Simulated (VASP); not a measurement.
# CaO (Lime) in VASP: further runs

CaO (Lime) is run at these levels: PBE; tasks: single point.

All numbers are computed with VASP 6.6.1; they aren't measurements. Logs are shortened: lines on timing, memory, paths and dates and some standing lists are left out, and cuts for length are marked.

## 1. The cell of the first run

Symmetry: Fm-3m, No. 225, cubic system. The conventional cell has a = 4.795 Å, b = 4.795 Å, c = 4.795 Å, α = 90.00°, β = 90.00°, γ = 90.00°. Within 3.2 Å of Ca (site symmetry m-3m) lie 6 O at 2.40 Å. Within 3.2 Å of O (site symmetry m-3m) lie 6 Ca at 2.40 Å.

## 2. Single point, PBE

INCAR

```
SYSTEM = CaO
PREC     = Accurate       ! precision mode
ENCUT    = 520            ! plane-wave cutoff, eV
EDIFF    = 1E-6           ! SCF threshold, eV
ISMEAR   = 0              ! smearing method
SIGMA    = 0.01           ! smearing width, eV
LREAL    = .False.        ! projectors in reciprocal space
LASPH    = .True.         ! aspherical terms in the spheres
NELM     = 60             ! most SCF steps
ALGO     = Normal         ! electronic algorithm
ISIF     = 2              ! what is computed and relaxed
LWAVE    = .False.        ! write WAVECAR
LCHARG   = .False.        ! write CHGCAR
GGA      = PE             ! functional
NBANDS   = 15             ! bands
```

KPOINTS

```
Automatic mesh
0
Gamma
  6 6 6
  0 0 0
```

POSCAR

```
CaO
1.0
    0.0000000000      2.3975473909      2.3975473909
    2.3975473909      0.0000000000      2.3975473909
    2.3975473909      2.3975473909      0.0000000000
Ca O
1 1
Direct
    0.0000000000      0.0000000000      0.0000000000
    0.5000000000      0.5000000000      0.5000000000
```

Potentials or basis: VASP PAW PBE potentials, release 64 (Ca_sv, O).

Started as:

```sh
$ cat potpaw_PBE.64/Ca_sv/POTCAR potpaw_PBE.64/O/POTCAR > POTCAR
$ mpirun -np 1 vasp_std > vasp.out
```

OUTCAR:

```text
SYSTEM = CaO
   PREC = Accurate
   ENCUT = 520
   EDIFF = 1E-6
   ISMEAR = 0
   LREAL = .False.
   LASPH = .True.
   NELM = 60
   ISIF = 2
   GGA = PE

 ion  position               nearest neighbor table
   1  0.000  0.000  0.000-   2 2.40   2 2.40   2 2.40   2 2.40   2 2.40   2 2.40
   2  0.500  0.500  0.500-   1 2.40   1 2.40   1 2.40   1 2.40   1 2.40   1 2.40

  LATTYP: Found a face centered cubic cell.
 ALAT       =     4.7950947818

  Lattice vectors:

 A1 = (   0.0000000000,   2.3975473909,   2.3975473909)
 A2 = (   2.3975473909,   0.0000000000,   2.3975473909)
 A3 = (   2.3975473909,   2.3975473909,   0.0000000000)

Analysis of symmetry for initial positions (statically):
=====================================================================
 Subroutine PRICEL returns:
 Original cell was already a primitive cell.

 Routine SETGRP: Setting up the symmetry group for a
 face centered cubic supercell.

 Subroutine GETGRP returns: Found 48 space group operations
 (whereof 48 operations were pure point group operations)
 out of a pool of 48 trial point group operations.

The static configuration has the point symmetry O_h .

Analysis of symmetry for dynamics (positions and initial velocities):
=====================================================================
 Subroutine PRICEL returns:
 Original cell was already a primitive cell.

 Routine SETGRP: Setting up the symmetry group for a
 face centered cubic supercell.

 Subroutine GETGRP returns: Found 48 space group operations
 (whereof 48 operations were pure point group operations)
 out of a pool of 48 trial point group operations.

The dynamic configuration has the point symmetry O_h .

 Subroutine INISYM returns: Found 48 space group operations
 (whereof 48 operations are pure point group operations),
 and found     1 'primitive' translations

----------------------------------------------------------------------------------------

                                     Primitive cell

  volume of cell :      27.5633

  direct lattice vectors                    reciprocal lattice vectors
     0.000000000  2.397547391  2.397547391    -0.208546451  0.208546451  0.208546451
     2.397547391  0.000000000  2.397547391     0.208546451 -0.208546451  0.208546451
     2.397547391  2.397547391  0.000000000     0.208546451  0.208546451 -0.208546451

  length of vectors
     3.390644037  3.390644037  3.390644037     0.361213049  0.361213049  0.361213049

  position of ions in fractional coordinates (direct lattice)
     0.000000000  0.000000000  0.000000000
     0.500000000  0.500000000  0.500000000

  ion indices of the primitive-cell ions
   primitive index   ion index
                 1           1
                 2           2

----------------------------------------------------------------------------------------

 KPOINTS: Automatic mesh

Automatic generation of k-mesh.
 Grid dimensions read from file:
 generate k-points for:    6    6    6

 Generating k-lattice:

  Cartesian coordinates                     Fractional coordinates (reciprocal lattice)
    -0.034757742  0.034757742  0.034757742     0.166666667  0.000000000  0.000000000
     0.034757742 -0.034757742  0.034757742     0.000000000  0.166666667  0.000000000
     0.034757742  0.034757742 -0.034757742     0.000000000  0.000000000  0.166666667

  Length of vectors
     0.060202175  0.060202175  0.060202175

  Shift w.r.t. Gamma in fractional coordinates (k-lattice)
     0.000000000  0.000000000  0.000000000

 Subroutine IBZKPT returns following result:
 ===========================================

 Found     16 irreducible k-points:

 Following reciprocal coordinates:
            Coordinates               Weight
  0.000000  0.000000  0.000000      1.000000
  0.166667  0.000000  0.000000      8.000000
  0.333333  0.000000  0.000000      8.000000
  0.500000  0.000000  0.000000      4.000000
  0.166667  0.166667  0.000000      6.000000
  0.333333  0.166667  0.000000     24.000000
[... 8 lines left out ...]
 -0.333333  0.333333  0.166667     24.000000
 -0.333333  0.500000  0.166667     12.000000
   k-points           NKPTS =     16   k-points in BZ     NKDIM =     16   number of bands    NBANDS=     15
   number of dos      NEDOS =    301   number of ions     NIONS =      2
   total plane-waves  NPLWV =  21952
   dimension x,y,z NGX =    28 NGY =   28 NGZ =   28
   dimension x,y,z NGXF=    56 NGYF=   56 NGZF=   56
   ions per type =               1   1
   NGX,Y,Z   is equivalent  to a cutoff of  13.73, 13.73, 13.73 a.u.
   NGXF,Y,Z  is equivalent  to a cutoff of  27.46, 27.46, 27.46 a.u.
 SYSTEM =  CaO
   PREC   = accura    normal or accurate (medium, high low for compatibility)
   ISTART =      0    job   : 0-new  1-cont  2-samecut
   ICHARG =      2    charge: 1-file 2-atom 10-const
   ISPIN  =      1    spin polarized calculation?
   LNONCOLLINEAR =      F non collinear calculations
   LSORBIT =      F    spin-orbit coupling
   LASPH  =      T    aspherical Exc in radial PAW
   ENCUT  =  520.0 eV  38.22 Ry    6.18 a.u.   6.30  6.30  6.30*2*pi/ulx,y,z
   NELM   =     60;   NELMIN=  2; NELMDL= -5     # of ELM steps
   EDIFF  = 0.1E-05   stopping-criterion for ELM
   LREAL  =      F    real-space projection
   EDIFFG = 0.1E-04   stopping-criterion for IOM
   NSW    =      0    number of steps for IOM
   IBRION =     -1    ionic relax: 0-MD 1-quasi-New 2-CG
   NFREE  =      0    steps in history (QN), initial steepest desc. (CG)
   ISIF   =      2    stress and relaxation
   ISYM   =      2    0-nonsym 1-usesym 2-fastsym
   POTIM  = 0.5000    time-step for ionic-motion
   TEBEG  =    0.0;   TEEND  =   0.0 temperature during run
   PSTRESS=    0.0 pullay stress
   NELECT =      16.0000    total number of electrons
   NUPDOWN=      -1.0000    fix difference up-down
   EMIN   =  10.00;   EMAX   =-10.00  energy-range for DOS
   EFERMI =   0.00;   METHOD = LEGACY
   ISMEAR =     0;   SIGMA  =   0.01  broadening in eV -4-tet -1-fermi 0-gaus
   EFERMI_NEDOS =   21; number of points for ismear=-14 and -15
   IALGO  =     38    algorithm
   IMIX   =      4    mixing-type and parameters
     AMIX     =   0.40;   BMIX     =  1.00
     AMIX_MAG =   1.60;   BMIX_MAG =  1.00
  volume/ion in A,a.u.               =      13.78        93.00
  Fermi-wavevector in a.u.,A,eV,Ry     =   1.365644  2.580694 25.374656  1.864985
  Thomas-Fermi vector in A             =   2.491855
   LORBIT       =      0    0 simple, 1 ext, 2 COOP (PROOUT), +10 PAW based schemes
   GGA     = PE    functional components
   LHFCALC =     F    Hartree Fock is set to
   AEXX    =    0.0000 exact exchange contribution
   IVDW    =     0    specifies the selected vdW correction
   LEPSILON=     F    determine dielectric tensor
   LRPA    =     F    only Hartree local field effects (RPA)
 non-spin polarized calculation
 Gauss-broadening in eV      SIGMA  =   0.01
  energy-cutoff  :      520.00
  volume of cell :       27.56
 maximum number of plane-waves:       754
 NGX is ok and might be reduce to    28
   NGX = 13   NGY = 13   NGZ = 13

 number of electron      15.9999997 magnetization

 Free energy of the ion-electron system (eV)
  ---------------------------------------------------
  ext. energy  EPLUGINS =         0.00000000
  ---------------------------------------------------
  free energy    TOTEN  =       -12.79763419 eV

  energy without entropy =      -12.79763419  energy(sigma->0) =      -12.79763419

 E-fermi :   2.5638     XC(G=0): -10.5097

 val. band max:        2.3908145782   @ k =   0.0000   0.0000   0.0000
 cond. band min:       6.0236184724   @ k =   0.5000   0.5000   0.0000
 fundamental gap:      3.6328038941
 Fermi energy:         2.5638409908

 k-point     1 :       0.0000    0.0000    0.0000
  band No.  band energies     occupation
      1     -35.2180      2.00000
      2     -15.9767      2.00000
      3     -15.9767      2.00000
      4     -15.9767      2.00000
      5     -13.1552      2.00000
      6       2.3908      2.00000
      7       2.3908      2.00000
      8       2.3908      2.00000
      9       7.1612      0.00000
     10       8.6329      0.00000
     11       8.6329      0.00000
     12       8.6329      0.00000
     13      10.1489      0.00000
     14      10.1489      0.00000
     15      17.5071      0.00000

 k-point     2 :       0.1667    0.0000    0.0000
  band No.  band energies     occupation
      1     -35.1917      2.00000
      2     -16.3344      2.00000
      3     -15.9906      2.00000
      4     -15.9906      2.00000
      5     -12.7800      2.00000
      6       1.5283      2.00000
      7       2.0361      2.00000
      8       2.0361      2.00000
      9       8.2658      0.00000
     10       8.6180      0.00000
     11       9.0953      0.00000
     12       9.0953      0.00000
     13      10.7816      0.00000
     14      10.7816      0.00000
     15      18.3713      0.00000

 k-point     3 :       0.3333    0.0000    0.0000
  band No.  band energies     occupation
      1     -35.1385      2.00000
      2     -16.8898      2.00000
      3     -16.0180      2.00000
      4     -16.0180      2.00000
      5     -12.1847      2.00000
      6       0.2621      2.00000
      7       1.4359      2.00000
      8       1.4359      2.00000
      9       8.9518      0.00000
     10      10.1571      0.00000
     11      10.1571      0.00000
     12      10.1961      0.00000
     13      12.0848      0.00000
     14      12.0848      0.00000
     15      17.6834      0.00000
[... 199 lines left out ...]
 k-point    15 :      -0.3333    0.3333    0.1667
  band No.  band energies     occupation
      1     -35.0874      2.00000
      2     -16.7352      2.00000
      3     -16.3135      2.00000
      4     -16.1752      2.00000
      5     -12.3641      2.00000
      6       0.6607      2.00000
      7       1.2947      2.00000
      8       1.3750      2.00000
      9       8.9498      0.00000
     10       8.9552      0.00000
     11      11.1141      0.00000
     12      11.5310      0.00000
     13      12.5366      0.00000
     14      15.3568      0.00000
     15      16.1982      0.00000

 k-point    16 :      -0.3333    0.5000    0.1667
  band No.  band energies     occupation
      1     -35.0795      2.00000
      2     -16.4991      2.00000
      3     -16.3699      2.00000
      4     -16.3076      2.00000
      5     -12.6123      2.00000
      6       1.1806      2.00000
      7       1.3089      2.00000
      8       1.5813      2.00000
      9       7.4236      0.00000
     10      10.0932      0.00000
     11      10.7770      0.00000
     12      11.9762      0.00000
     13      12.1395      0.00000
     14      15.3883      0.00000
     15      16.1373      0.00000

------------------------ aborting loop because EDIFF is reached ----------------------------------------

  FORCE on cell =-STRESS in cart. coord.  units (eV):
  Direction    XX          YY          ZZ          XY          YZ          ZX
  --------------------------------------------------------------------------------------
  -------------------------------------------------------------------------------------
  Total        0.5255342      0.5255342      0.5255342      0.0000000     -0.0000000      0.0000000
  in kB       30.5478026     30.5478026     30.5478026      0.0000000     -0.0000000      0.0000000
  external PRESSURE =      30.5478026 kB  Pullay stress =       0.0000000 kB

 VOLUME and BASIS-vectors are now :
 -----------------------------------------------------------------------------
  energy-cutoff  :      520.00
  volume of cell :       27.56
      direct lattice vectors                 reciprocal lattice vectors
     0.000000000  2.397547391  2.397547391    -0.208546451  0.208546451  0.208546451
     2.397547391  0.000000000  2.397547391     0.208546451 -0.208546451  0.208546451
     2.397547391  2.397547391  0.000000000     0.208546451  0.208546451 -0.208546451

 POSITION                                       TOTAL-FORCE (eV/Angst)
 -----------------------------------------------------------------------------------
      0.00000      0.00000      0.00000         0.000000      0.000000     -0.000000
      2.39755      2.39755      2.39755        -0.000000     -0.000000      0.000000
 -----------------------------------------------------------------------------------
    total drift:                                0.000000      0.000000      0.000000

  FREE ENERGIE OF THE ION-ELECTRON SYSTEM (eV)
  ---------------------------------------------------
  free  energy   TOTEN  =       -12.7976341888 eV

  energy  without entropy=      -12.7976341888  energy(sigma->0) =      -12.79763419
```

It took 13 s on 1 thread of Intel Xeon 8259CL, shared host; peak memory 0.15 GiB.

What came out:

- Free energy: -12.7976 eV
- Pressure: 3.1 GPa
- Band gap on the k mesh: 3.63 eV, indirect (least direct gap 4.01 eV)

Levels at points of the mesh, in eV from the valence-band top:
| k point | band 6 | band 7 | band 8 | band 9 | band 10 | band 11 |
| --- | --- | --- | --- | --- | --- | --- |
| (0.00, 0.00, 0.00) | 0.00 | 0.00 | 0.00 | 4.77 | 6.24 | 6.24 |
| (0.50, 0.00, 0.00) | -2.66 | -1.22 | -1.22 | 7.08 | 8.39 | 8.39 |
| (0.50, 0.50, 0.00) | -1.30 | -0.37 | -0.37 | 3.63 | 8.10 | 8.93 |

A k mesh can miss the band edges. PBE gaps usually lie below the measured ones, often by a third to a half.

## 3. Single point, PBE (strain +5.0%)

INCAR

```
SYSTEM = CaO
PREC = Accurate
ENCUT = 520
EDIFF = 1E-7
ISMEAR = 0
SIGMA = 0.01
LREAL = .FALSE.
LASPH = .TRUE.
NELM = 60
ALGO = Normal
ISIF = 2
LWAVE = .FALSE.
LCHARG = .FALSE.
GGA = PE
NBANDS = 15
```

KPOINTS

```
Automatic mesh
0
G
  6 6 6
  0 0 0
```

POSCAR

```
CaO
1.0
    0.0000000000      2.5174247605      2.5174247605
    2.5174247605      0.0000000000      2.5174247605
    2.5174247605      2.5174247605      0.0000000000
Ca O
1 1
Direct
    0.0000000000      0.0000000000      0.0000000000
    0.5000000000      0.5000000000      0.5000000000
```

Potentials or basis: VASP PAW PBE potentials, release 64 (Ca_sv, O).

Started as:

```sh
$ cat potpaw_PBE.64/Ca_sv/POTCAR potpaw_PBE.64/O/POTCAR > POTCAR
$ mpirun -np 1 vasp_std > vasp.out
```

Run time: 17 s. Hardware: 1 thread of Intel Xeon 8259CL, shared host; peak memory 0.15 GiB.

It converged, with:

```
Free energy            : -12.6888 eV
Pressure               : -9.7 GPa
Band gap on the k mesh : 3.63 eV, indirect (least direct gap 3.67 eV)
```

Levels at points of the mesh, in eV from the valence-band top:
```
           k point  band 4  band 5  band 6  band 7  band 8  band 9  band 10  band 11  band 12  band 13
(0.00, 0.00, 0.00)  -19.08  -15.27    0.00    0.00    0.00    3.67     5.86     5.86     5.86     7.13
(0.50, 0.00, 0.00)  -19.12  -14.55   -2.33   -0.96   -0.96    6.40     7.48     7.60     7.60     9.30
(0.50, 0.50, 0.00)  -19.22  -15.05   -1.32   -0.39   -0.39    3.63     7.06     8.10     8.61     8.61
```

Caveat: the cell differs from its parent crystal (strain +5.0%). A k mesh can miss the band edges.

## 4. Single point, PBE (uniaxial y strain +3.7%)

INCAR

```
ALGO = Normal
EDIFF = 1E-6
ENCUT = 520
GGA = PE
ISIF = 2
ISMEAR = 0
LASPH = True
LCHARG = False
LREAL = False
LWAVE = False
NBANDS = 15
NELM = 60
PREC = Accurate
SIGMA = 0.01
```

KPOINTS

```
k-points
0
Gamma
  6 6 6
```

POSCAR

```
CaO
1.0
    0.0000000000      2.4857771349      2.3975473909
    2.3975473909      0.0000000000      2.3975473909
    2.3975473909      2.4857771349      0.0000000000
Ca O
1 1
Direct
    0.0000000000      0.0000000000      0.0000000000
    0.5000000000      0.5000000000      0.5000000000
```

Potentials or basis: VASP PAW PBE potentials, release 64 (Ca_sv, O).

Started as:

```sh
$ cat potpaw_PBE.64/Ca_sv/POTCAR potpaw_PBE.64/O/POTCAR > POTCAR
$ mpirun -np 1 vasp_std > vasp.out
```

OUTCAR:

```text
EDIFF = 1E-6
   ENCUT = 520
   GGA = PE
   ISIF = 2
   ISMEAR = 0
   LASPH = True
   LREAL = False
   NELM = 60
   PREC = Accurate

 ion  position               nearest neighbor table
   1  0.000  0.000  0.000-   2 2.40   2 2.40   2 2.40   2 2.40   2 2.49   2 2.49
   2  0.500  0.500  0.500-   1 2.40   1 2.40   1 2.40   1 2.40   1 2.49   1 2.49

  LATTYP: Found a body centered tetragonal cell.
 ALAT       =     3.3906440366
 C/A-ratio  =     1.4662566215

  Lattice vectors:

 A1 = (   0.0000000000,  -2.4857771349,   2.3975473909)
[... 610 lines left out ...]
     10       9.8623      0.00000
     11      10.2354      0.00000
     12      11.4329      0.00000
     13      11.7804      0.00000
     14      14.8680      0.00000
     15      15.5253      0.00000

 [... further k-points ...]
[... 5 lines left out ...]
  --------------------------------------------------------------------------------------
  -------------------------------------------------------------------------------------
  Total        0.1685883     -0.6734714      0.1685883     -0.0000000      0.0000000      0.0000000
  in kB        9.4517323    -37.7574942      9.4517323     -0.0000000      0.0000000      0.0000000
  external PRESSURE =      -6.2846765 kB  Pullay stress =       0.0000000 kB

 VOLUME and BASIS-vectors are now :
 -----------------------------------------------------------------------------
  energy-cutoff  :      520.00
  volume of cell :       28.58
      direct lattice vectors                 reciprocal lattice vectors
     0.000000000  2.485777135  2.397547391    -0.208546451  0.201144340  0.208546451
     2.397547391  0.000000000  2.397547391     0.208546451 -0.201144340  0.208546451
     2.397547391  2.485777135  0.000000000     0.208546451  0.201144340 -0.208546451

 POSITION                                       TOTAL-FORCE (eV/Angst)
 -----------------------------------------------------------------------------------
      0.00000      0.00000      0.00000        -0.000000      0.000000     -0.000000
      2.39755      2.48578      2.39755         0.000000      0.000000      0.000000
 -----------------------------------------------------------------------------------
    total drift:                                0.000000      0.000000      0.000000

  FREE ENERGIE OF THE ION-ELECTRON SYSTEM (eV)
  ---------------------------------------------------
  free  energy   TOTEN  =       -12.7948747009 eV

  energy  without entropy=      -12.7948747009  energy(sigma->0) =      -12.79487470
```

OSZICAR:

```text
N       E                     dE             d eps       ncg     rms          rms(c)
DAV:   1     0.120998214993E+03    0.12100E+03   -0.83725E+03   900   0.109E+03
DAV:   2    -0.940895800670E+01   -0.13041E+03   -0.12046E+03  1132   0.283E+02
DAV:   3    -0.143781416906E+02   -0.49692E+01   -0.49345E+01  1110   0.585E+01
DAV:   4    -0.145135735223E+02   -0.13543E+00   -0.13536E+00  1274   0.854E+00
DAV:   5    -0.145146522153E+02   -0.10787E-02   -0.10787E-02  1034   0.721E-01    0.858E+00
DAV:   6    -0.128773850814E+02    0.16373E+01   -0.52334E+00  1034   0.219E+01    0.368E+00
DAV:   7    -0.127984069672E+02    0.78978E-01   -0.42891E-01  1007   0.662E+00    0.182E+00
DAV:   8    -0.127955957303E+02    0.28112E-02   -0.77822E-02  1145   0.299E+00    0.413E-01
DAV:   9    -0.127942017479E+02    0.13940E-02   -0.46760E-03   950   0.559E-01    0.111E-01
DAV:  10    -0.127948996514E+02   -0.69790E-03   -0.80736E-04  1083   0.250E-01    0.439E-02
DAV:  11    -0.127948748521E+02    0.24799E-04   -0.53403E-05  1090   0.856E-02    0.735E-03
DAV:  12    -0.127948747009E+02    0.15122E-06   -0.82059E-06  1083   0.246E-02
   1 F= -.12794875E+02 E0= -.12794875E+02  d E =-.833196E-40
```

stdout:

```text
POSCAR found type information on POSCAR CaO
 POSCAR found :  2 types and       2 ions
 scaLAPACK will be used
 LDA part: xc-table for (Slater+PW92), standard interpolation
 POSCAR, INCAR and KPOINTS ok, starting setup
 FFT: planning ... GRIDC
 FFT: planning ... GRID_SOFT
 FFT: planning ... GRID
 WAVECAR not read
 entering main loop
```

Wall time 25 s (1 thread of Intel Xeon 8259CL, shared host); peak memory 0.16 GiB.

Results:

| Item | Value |
| --- | --- |
| Free energy | -12.7949 eV |
| Pressure | -0.6 GPa |
| Band gap on the k mesh | 3.59 eV, indirect (least direct gap 3.99 eV) |

Stress tensor (GPa, compression positive):
```
 0.95  0.00  0.00
 0.00 -3.78  0.00
 0.00  0.00  0.95
```

Caveat: the cell differs from its parent crystal (uniaxial y strain +3.7%). A k mesh can miss the band edges.

(Continued in part 2 of 2.)
